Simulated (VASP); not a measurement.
Wanted: the native input for a VASP 6.6.1 run.

* Task: single point
* Functional: PBEsol
* Potentials or basis: VASP PAW PBE potentials, release 64 (Ta_sv_GW, N)
* Cutoff: 700 eV
* k mesh: 20 × 20 × 20
* Occupations: gaussian, width 0.15 eV
* Spin: no spin polarisation
* Dipole correction: no
* Further INCAR settings: ALGO = Normal; EDIFF = 1e-06; NBANDS = 16

The structure of TaN lies in POSCAR:

```
TaN
1.0
    0.0885201397      2.2130034933      2.2130034933
    2.2130034933      0.0885201397      2.2130034933
    2.2130034933      2.2130034933      0.0885201397
Ta N
1 1
Direct
    0.5000000000      0.5000000000      0.5000000000
    0.0000000000      0.0000000000      0.0000000000
```

The input as run:

INCAR

```
PREC = Accurate ; ENCUT = 700
EDIFF = 1E-6 ; ISMEAR = 0
SIGMA = 0.15 ; LREAL = F
LASPH = T ; NELM = 120
ALGO = Normal ; ISIF = 2
LWAVE = F ; LCHARG = F
GGA = PS ; NBANDS = 16
GGA_COMPAT = F
```

KPOINTS

```
Automatic mesh
0
Gamma
  20 20 20
```

Potentials or basis: VASP PAW PBE potentials, release 64 (Ta_sv_GW, N).

Command:

```sh
$ cat potpaw_PBE.64/Ta_sv_GW/POTCAR potpaw_PBE.64/N/POTCAR > POTCAR
$ mpirun -np 1 vasp_std > vasp.out
```

Results of the run:

| Quantity | Value |
| --- | --- |
| Pressure | 10.8 GPa |
| Band gap on the k mesh | zero (bands 9 and 10 overlap by 3.66 eV) |

Caveat: the cell stands under pressure; the PAW data sets were made with another functional, which shifts forces and pressure a little; spin-orbit coupling is left out, which moves the levels of the heavy elements.

Wall time 3.4 min on 1 thread of Intel(R) Xeon(R) Platinum 8488C (Sapphire Rapids) (shared host), peak memory 0.54 GiB.
